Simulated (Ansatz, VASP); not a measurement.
# One calculation of Au, two programs

```
Au
1.0
     2.83787    0.00000    0.00000
    -1.41893    2.45767    0.00000
     0.00000    0.00000    4.75610
Au
2
Direct
  0.33333 0.66667 0.75000
  0.66667 0.33333 0.25000
```

Alike in both runs: functional LDA; k mesh 18 × 18 × 10; occupations gaussian, width 0.1 eV; no spin polarisation.

Ansatz relaxed the structure, and its values are those at the end. VASP's run is a single point on that final structure, the one shown.

|  | VASP | Ansatz |
| --- | --- | --- |
| version | VASP 6.6.1 | Ansatz 0.2.0 |
| potentials or method | VASP PAW LDA potentials, release 64 (Au), cutoff 520 eV | scalar-relativistic, plane waves, PAW |
| valence electrons in the cell | 22 | 38 |

Ansatz gave:

```
gap on the k mesh at the Fermi level (eV) : none
pressure (GPa)                            : 0.0
```

Problem. What did VASP give for the same quantities?

Solution. gap on the k mesh at the Fermi level (eV): none; pressure (GPa): 0.5.

LDA's correlation is that of Perdew and Zunger in VASP and of Perdew and Wang (1992) in Ansatz. A gap of «none» marks a metal or a gap that the smearing closes. VASP's potentials hold 22 valence electrons a cell and Ansatz's 38, so a difference there can come from the potentials and not from the codes.

Neither program's run includes spin-orbit coupling.
